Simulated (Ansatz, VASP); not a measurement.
**Hf in VASP and in Ansatz**

```
Hf
1.0
     0.00000    2.22000    2.22000
     2.44200    0.00000    2.22000
     2.44200    2.22000    0.00000
Hf
1
Direct
  0.00000 0.00000 0.00000
```

Change from the starting cell: strain +0.1000 x Voigt [1, 0, 0, 0, 0, 0], atoms carried along.

Alike in both runs: task single point; functional r2SCAN; k mesh 18 × 18 × 18; occupations gaussian, width 0.15 eV; no spin polarisation.

```csv
,VASP,Ansatz
version,VASP 6.6.1,Ansatz 0.2.0
potentials or method,"VASP PAW PBE potentials, release 64 (Hf_pv), cutoff 520 eV","scalar-relativistic, plane waves, PAW"
valence electrons in the cell,10,26
```

VASP gave:

| Property | Result |
| --- | --- |
| gap on the k mesh at the Fermi level (eV) | none |
| pressure (GPa) | -7.1 |
| traceless stress, the component that is largest in VASP (GPa) | -3.51 |

Question: What did Ansatz give for the same quantities?

Answer: gap on the k mesh at the Fermi level (eV): none; pressure (GPa): -6.5; traceless stress, the component that is largest in VASP (GPa): -3.49.

VASP's potentials were made for PBE, not for r2SCAN. A gap of «none» marks a metal or a gap that the smearing closes. The functional is the same, so the differences come from potentials, cutoffs and numerics. VASP's potentials hold 10 valence electrons a cell and Ansatz's 26, so a difference there can come from the potentials and not from the codes.

Neither program's run includes spin-orbit coupling.
